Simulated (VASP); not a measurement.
# BeCd2S3 (P6mm) in VASP: notebook, part 2 of 2

VASP 6.6.1. Earlier steps stand in the parts before.

### 4 Relaxation of cell and atoms, PBE

The input, INCAR:

```
SYSTEM = BeCd2S3
ALGO = Normal
EDIFF = 1E-6
EDIFFG = -0.04
ENCUT = 600
GGA = PE
IBRION = 2
ISIF = 3
ISMEAR = 0
LASPH = .True.
LCHARG = .False.
LREAL = .False.
LWAVE = .False.
NELM = 100
NSW = 90
PREC = Accurate
SIGMA = 0.1
```

The input, KPOINTS:

```
k-points
0
Gamma
  6 6 2
  0 0 0
```

The input, POSCAR:

```
BeCd2S3
1.0
    4.4825269500      0.0000000000      0.0000000000
   -2.2412634700      3.8819822100      0.0000000000
    0.0000000000      0.0000000000      8.1160959600
Be Cd S
1 2 3
Direct
    0.0000000000      0.0000000000      0.4425637300
    0.0000000000      0.0000000000      0.8303825000
    0.0000000000      0.0000000000      0.0706205000
    0.3333333300      0.6666666700      0.8535468400
    0.6666666700      0.3333333300      0.8535468400
    0.0000000000      0.0000000000      0.6167539400
```

Command:

```sh
$ cat potpaw_PBE.64/Be/POTCAR potpaw_PBE.64/Cd/POTCAR potpaw_PBE.64/S/POTCAR > POTCAR
$ mpirun -np 1 vasp_std > vasp.out
```

Run time: 17 min. Hardware: 1 thread of Intel Xeon Platinum 8488C (Sapphire Rapids), shared host; peak memory 0.34 GiB.

The run converged. Its results:

```
Free energy                            : -15.7712 eV
Relaxed volume                         : 28.80 Å³/atom
Relaxed cell                           : a = 4.543 Å, b = 4.543 Å, c = 9.671 Å, α = 90.00°, β = 90.00°, γ = 120.00°
Space group after relaxing (to 0.05 Å) : P6mm (No. 183)
Energy gained by relaxing              : 2871.1 meV/atom
Ionic steps                            : 38
Pressure after relaxing                : 0.0 GPa
Largest force after relaxing           : 0.024 eV/Å
Band gap on the k mesh                 : zero (band 22 reaches 0.75 eV, above the bottom of band 23 at 0.18 eV)
```

Forces in eV/Å, atoms in the order of the input:
```
Be   0.000  0.000  0.003
Cd   0.000  0.000  0.015
Cd   0.000  0.000 -0.004
S    0.000  0.000  0.005
S    0.000  0.000  0.005
S    0.000  0.000 -0.024
```

Stress tensor (GPa, compression positive):
```
 0.01  0.00  0.00
 0.00  0.01  0.00
 0.00  0.00 -0.13
```

Step by step:
```csv
step,energy change (eV),largest force (eV/Å),pressure (GPa),volume (Å³)
1,0.0000,23.7509,55.90,141.23
2,-3.4255,13.1945,-5.90,339.17
3,-13.0319,5.7457,-1.17,212.85
4,-13.4223,5.6278,-1.09,207.05
5,-15.3794,4.1520,2.33,173.14
6,-15.2204,3.1025,8.70,156.94
7,-15.4784,3.6283,3.79,167.85
8,-15.4920,3.3010,4.52,165.67
9,-16.1068,2.2561,1.70,183.10
10,-16.1326,1.2864,1.86,180.22
11,-16.2849,0.9300,-0.61,191.45
12,-16.2879,0.8846,-0.91,193.18
13,-16.3931,0.6602,-1.01,195.38
14,-16.4575,1.4775,-1.01,198.74
15,-16.5170,1.1806,-1.13,198.55
16,-16.6292,1.0072,-1.40,197.98
17,-16.4485,4.3145,-1.19,196.82
18,-16.6412,1.5302,-1.44,197.78
19,-16.7643,1.2853,-1.39,194.68
20,-17.0214,0.8192,-1.06,185.39
21,-16.8228,1.0757,0.62,166.88
22,-17.0756,0.7545,-0.77,179.98
23,-17.1187,0.5937,-0.47,177.53
24,-17.1677,0.6962,0.68,170.43
25,-17.1957,0.3892,0.69,170.61
26,-17.1989,0.6234,0.71,170.69
27,-17.2163,0.2719,-0.16,173.52
28,-17.2166,0.2751,-0.06,173.16
29,-17.2214,0.1349,-0.02,173.50
30,-17.2216,0.1033,0.00,173.57
31,-17.2229,0.0995,-0.06,173.62
32,-17.2235,0.2379,-0.13,173.69
33,-17.2241,0.2096,-0.12,173.62
34,-17.2255,0.1215,-0.08,173.39
35,-17.2255,0.1747,0.00,172.93
36,-17.2259,0.0909,-0.04,173.15
37,-17.2262,0.0644,-0.04,173.06
38,-17.2265,0.0241,-0.04,172.82
```

Final structure:
```yaml
crystal:
  lattice:
    - [4.54256, 0.00000, 0.00000]
    - [-2.27128, 3.93397, 0.00000]
    - [0.00000, 0.00000, 9.67056]
  atoms:
    - { symbol: Be, position: [0.00000, 0.00000, 0.35789] }
    - { symbol: Cd, position: [0.00000, 0.00000, 0.79298] }
    - { symbol: Cd, position: [0.00000, 0.00000, 0.11677] }
    - { symbol: S, position: [0.33333, 0.66667, 0.92730] }
    - { symbol: S, position: [0.66667, 0.33333, 0.92730] }
    - { symbol: S, position: [0.00000, 0.00000, 0.54517] }
```

Levels at points of the mesh, in eV from the Fermi level:
```
           k point  band 18  band 19  band 20  band 21  band 22  band 23  band 24  band 25  band 26
(0.00, 0.00, 0.00)    -1.98    -0.92    -0.92    -0.09    -0.09     0.05     0.88     3.82     4.77
(0.50, 0.00, 0.00)    -1.69    -1.15    -0.81    -0.43     0.54     1.80     2.55     2.69     2.78
(0.00, 0.00, 0.50)    -1.31    -0.88    -0.88    -0.16    -0.16     0.05     0.40     4.44     5.03
(0.50, 0.00, 0.50)    -2.08    -1.06    -0.66    -0.44     0.51     1.80     2.31     2.32     3.50
```

Caveat: the k points lie up to 0.32 Å⁻¹ apart in the final cell; the volume moved by over 15 % at a fixed basis, so the end points are rough.

### 5 Single point, PBE

This run uses another cell than the first one, of 28.68 Å³/atom, 1.218 times its volume.

The input, INCAR:

```
SYSTEM = BeCd2S3
ALGO = Normal ; EDIFF = 1E-6
ENCUT = 520 ; GGA = PE
ISIF = 2 ; ISMEAR = 0
LASPH = .TRUE. ; LCHARG = .FALSE.
LREAL = .FALSE. ; LWAVE = .FALSE.
NBANDS = 31 ; NELM = 60
PREC = Accurate ; SIGMA = 0.1
```

The input, KPOINTS:

```
k-points
0
G
  12 12 4
  0 0 0
```

The input, POSCAR:

```
BeCd2S3
1.0
    4.5339306076      0.0000000000      0.0000000000
   -2.2669653038      3.9264990851      0.0000000000
    0.0000000000      0.0000000000      9.6652994356
Be Cd S
1 2 3
Direct
    0.0000000000      0.0000000000      0.3581433621
    0.0000000000      0.0000000000      0.7915831299
    0.0000000000      0.0000000000      0.1170299680
    0.3333333333      0.6666666667      0.9277957125
    0.6666666667      0.3333333333      0.9277957125
    0.0000000000      0.0000000000      0.5450664652
```

Potentials or basis: VASP PAW PBE potentials, release 64 (Be, Cd, S).

Command:

```sh
$ cat potpaw_PBE.64/Be/POTCAR potpaw_PBE.64/Cd/POTCAR potpaw_PBE.64/S/POTCAR > POTCAR
$ mpirun -np 1 vasp_std > vasp.out
```

OUTCAR:

```text
SYSTEM = BeCd2S3
   EDIFF = 1E-6
   ENCUT = 520
   GGA = PE
   ISIF = 2
   ISMEAR = 0
   LASPH = .TRUE.
   LREAL = .FALSE.
   NELM = 60
   PREC = Accurate

 ion  position               nearest neighbor table
   1  0.000  0.000  0.358-   6 1.81   3 2.33
   2  0.000  0.000  0.792-   6 2.38   5 2.93   4 2.93   4 2.93   5 2.93   5 2.93   4 2.93   3 3.15

   3  0.000  0.000  0.117-   1 2.33   2 3.15   4 3.19   5 3.19   4 3.19   5 3.19   5 3.19   4 3.19

   4  0.333  0.667  0.928-   5 2.62   5 2.62   5 2.62   2 2.93   2 2.93   2 2.93   3 3.19   3 3.19
                             3 3.19
   5  0.667  0.333  0.928-   4 2.62   4 2.62   4 2.62   2 2.93   2 2.93   2 2.93   3 3.19   3 3.19
                             3 3.19
   6  0.000  0.000  0.545-   1 1.81   2 2.38

  LATTYP: Found a hexagonal cell.
 ALAT       =     4.5339306076
 C/A-ratio  =     2.1317704818

  Lattice vectors:

 A1 = (   4.5339306076,   0.0000000000,   0.0000000000)
 A2 = (  -2.2669653038,   3.9264990851,   0.0000000000)
 A3 = (   0.0000000000,   0.0000000000,   9.6652994356)

Analysis of symmetry for initial positions (statically):
=====================================================================
 Subroutine PRICEL returns:
[... 179 lines left out ...]

 E-fermi :   0.3280     XC(G=0):  -7.8982

 val. band max:        0.2890888290   @ k =   0.1667   0.0000   0.0000
 cond. band min:       0.3417987281   @ k =   0.4167   0.0000   0.5000
 fundamental gap:      0.0527098991
 Fermi energy:         0.3279665032

 k-point     1 :       0.0000    0.0000    0.0000
  band No.  band energies     occupation
      1     -14.0255      2.00000
      2     -11.0981      2.00000
      3      -9.5832      2.00000
      4      -8.0572      2.00000
      5      -7.9401      2.00000
      6      -7.9401      2.00000
[... 805 lines left out ...]
     30       6.5592      0.00000
     31       7.5591      0.00000

 [... further k-points ...]
[... 5 lines left out ...]
  --------------------------------------------------------------------------------------
  -------------------------------------------------------------------------------------
  Total        0.0541984      0.0541984      0.2200630      0.0000000     -0.0000000      0.0000000
  in kB        0.5046630      0.5046630      2.0490946      0.0000000     -0.0000000      0.0000000
  external PRESSURE =       1.0194735 kB  Pullay stress =       0.0000000 kB

 VOLUME and BASIS-vectors are now :
 -----------------------------------------------------------------------------
  energy-cutoff  :      520.00
  volume of cell :      172.07
      direct lattice vectors                 reciprocal lattice vectors
     4.533930608  0.000000000  0.000000000     0.220559176  0.127339900  0.000000000
    -2.266965304  3.926499085  0.000000000     0.000000000  0.254679800  0.000000000
     0.000000000  0.000000000  9.665299436     0.000000000  0.000000000  0.103462909

 POSITION                                       TOTAL-FORCE (eV/Angst)
 -----------------------------------------------------------------------------------
      0.00000      0.00000      3.46156         0.000000     -0.000000      0.006779
      0.00000      0.00000      7.65089        -0.000000      0.000000      0.033319
      0.00000      0.00000      1.13113        -0.000000      0.000000      0.015350
     -0.00000      2.61767      8.96742        -0.000000      0.000000      0.003775
      2.26697      1.30883      8.96742         0.000000     -0.000000      0.003775
      0.00000      0.00000      5.26823        -0.000000      0.000000     -0.062998
 -----------------------------------------------------------------------------------
    total drift:                                0.000000      0.000000     -0.000019

  FREE ENERGIE OF THE ION-ELECTRON SYSTEM (eV)
  ---------------------------------------------------
  free  energy   TOTEN  =       -15.7601464907 eV

  energy  without entropy=      -15.7523517796  energy(sigma->0) =      -15.75624914
```

OSZICAR:

```text
N       E                     dE             d eps       ncg     rms          rms(c)
DAV:   1     0.272604394432E+03    0.27260E+03   -0.19571E+04  3534   0.123E+03
DAV:   2     0.346230879421E+01   -0.26914E+03   -0.25725E+03  4060   0.289E+02
DAV:   3    -0.174572975346E+02   -0.20920E+02   -0.20619E+02  4361   0.763E+01
DAV:   4    -0.178224255667E+02   -0.36513E+00   -0.36459E+00  4081   0.986E+00
DAV:   5    -0.178303015876E+02   -0.78760E-02   -0.78753E-02  4613   0.142E+00    0.133E+01
DAV:   6    -0.159439909144E+02    0.18863E+01   -0.27529E+00  4455   0.154E+01    0.923E+00
DAV:   7    -0.157957339410E+02    0.14826E+00   -0.22817E+00  4180   0.692E+00    0.344E+00
DAV:   8    -0.157761783935E+02    0.19556E-01   -0.57927E-01  3919   0.449E+00    0.143E+00
DAV:   9    -0.157621256498E+02    0.14053E-01   -0.46212E-02  4269   0.122E+00    0.652E-01
DAV:  10    -0.157605092258E+02    0.16164E-02   -0.11545E-02  4460   0.537E-01    0.386E-01
DAV:  11    -0.157599709877E+02    0.53824E-03   -0.26221E-03  4234   0.239E-01    0.153E-01
DAV:  12    -0.157601200966E+02   -0.14911E-03   -0.13960E-03  4150   0.205E-01    0.138E-01
DAV:  13    -0.157601204952E+02   -0.39862E-06   -0.20762E-04  3986   0.724E-02    0.580E-02
DAV:  14    -0.157601398611E+02   -0.19366E-04   -0.46702E-05  4020   0.333E-02    0.176E-02
DAV:  15    -0.157601428815E+02   -0.30204E-05   -0.41134E-06  4220   0.965E-03    0.551E-03
DAV:  16    -0.157601465902E+02   -0.37086E-05   -0.56753E-06  3504   0.104E-02    0.530E-03
DAV:  17    -0.157601464907E+02    0.99441E-07   -0.26974E-07  2894   0.246E-03
   1 F= -.15760146E+02 E0= -.15756249E+02  d E =-.779471E-02
```

stdout:

```text
POSCAR found type information on POSCAR BeCdS
 POSCAR found :  3 types and       6 ions
 scaLAPACK will be used
 LDA part: xc-table for (Slater+PW92), standard interpolation
 POSCAR, INCAR and KPOINTS ok, starting setup
 FFT: planning ... GRIDC
 FFT: planning ... GRID_SOFT
 FFT: planning ... GRID
 WAVECAR not read
 entering main loop
```

Run time: 3.1 min. Hardware: 1 thread of Intel Xeon Platinum 8488C (Sapphire Rapids), shared host; peak memory 0.46 GiB.

What came out:

```yaml
Free_energy: -15.7601 eV
Pressure: 0.1 GPa
Largest_force: 0.063 eV/Å
Band_gap_on_the_k_mesh: zero (band 22 reaches 0.74 eV, above the bottom of band 23 at 0.17 eV)
```

Forces on the atoms (eV/Å):
```
Be   0.000  0.000  0.007
Cd   0.000  0.000  0.033
Cd   0.000  0.000  0.015
S    0.000  0.000  0.004
S    0.000  0.000  0.004
S    0.000  0.000 -0.063
```

Levels at points of the mesh, in eV from the Fermi level:
```tsv
k point	band 20	band 21	band 22	band 23	band 24	band 25
(0.00, 0.00, 0.00)	-1.04	-0.13	-0.13	-0.07	0.78	3.74
(0.50, 0.00, 0.00)	-0.92	-0.46	0.41	1.67	2.44	2.62
(0.00, 0.00, 0.50)	-1.01	-0.19	-0.19	-0.07	0.31	4.36
(0.50, 0.00, 0.50)	-0.77	-0.47	0.38	1.67	2.20	2.22
```

### 6 Overview

```csv
task,cell,k mesh,cutoff (eV),gap on the mesh (eV),pressure (GPa),largest force (eV/Å)
single point,"a = 4.483, b = 4.483, c = 8.116 Å, angles 90.0, 90.0, 120.0°, 6 atoms",6 × 6 × 2,520,none,55.9,23.75
single point,"a = 4.540, b = 4.540, c = 9.638 Å, angles 90.0, 90.0, 120.0°, 6 atoms",6 × 6 × 2,520,none,0.2,0.09
relaxation of cell and atoms,"relaxed from a = 4.483, b = 4.483, c = 8.116 Å, angles 90.0, 90.0, 120.0°, 6 atoms",6 × 6 × 2,600,none,0.0,0.02
single point,"a = 4.534, b = 4.534, c = 9.665 Å, angles 90.0, 90.0, 120.0°, 6 atoms",12 × 12 × 4,520,none,0.1,0.06
```

Alike in all rows: level PBE; potentials or basis VASP PAW PBE potentials, release 64 (Be, Cd, S); no spin polarisation; smearing gaussian 0.1 eV.

Caveats: some runs use coarse meshes; forces of over 1 eV/Å act on the atoms, so gaps and moduli don't describe the material at rest (some runs); the volume moved by over 15 % at a fixed basis, so the end points are rough (some runs).

Total energies depend on the potentials used, so only differences within one code and one set of settings carry meaning.
